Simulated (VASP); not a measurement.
The system is Ga4As3P.

```
P Ga As
1.0
     5.68284    0.00000    0.00000
     0.00000    5.68284    0.00000
     0.00000    0.00000    5.68284
P Ga As
1 4 3
Direct
  0.00000 0.00000 0.00000
  0.75462 0.75462 0.75462
  0.24538 0.24538 0.75462
  0.24538 0.75462 0.24538
  0.75462 0.24538 0.24538
  0.50000 0.50000 0.00000
  0.50000 0.00000 0.50000
  0.00000 0.50000 0.50000
```

```yaml
Program: VASP 6.6.1
Task: relaxation of cell and atoms
Functional: r2SCAN
Potentials_or_basis: VASP PAW PBE potentials, release 64 (P, Ga_d, As)
Cutoff: 600 eV
k_mesh: 4 × 4 × 4
Occupations: fermi-dirac, width 0.02 eV
Spin: no spin polarisation
```

At the start: pressure -2.6 GPa; volume 22.94 Å³/atom.

How do energy, volume and symmetry change on relaxing?

Over 7 steps the energy falls by 7.2 meV/atom and the volume is 22.09 Å³/atom (-3.7 %); space group P-43m (No. 215, to 0.1 Å) before and after.

The path:
```
step  energy change (eV)  largest force (eV/Å)  pressure (GPa)  volume (Å³)
   1              0.0000                0.0341           -2.61       183.53
   2             -0.0457                0.0072            1.35       173.79
   3             -0.0578                0.0167            0.09       176.72
   4             -0.0578                0.0180           -0.05       176.94
   5             -0.0578                0.0079           -0.05       176.94
   6             -0.0578                0.0012           -0.05       176.94
   7             -0.0578                0.0016            0.03       176.75
```

Final structure:
```
CELL_PARAMETERS angstrom
5.61200 0.00000 0.00000
0.00000 5.61200 0.00000
0.00000 0.00000 5.61200
ATOMIC_POSITIONS crystal
P 0.00000 0.00000 0.00000
Ga 0.75437 0.75437 0.75437
Ga 0.24563 0.24563 0.75437
Ga 0.24563 0.75437 0.24563
Ga 0.75437 0.24563 0.24563
As 0.50000 0.50000 0.00000
As 0.50000 0.00000 0.50000
As 0.00000 0.50000 0.50000
```

Caveat: the PAW data sets were made with another functional, which shifts forces and pressure a little.
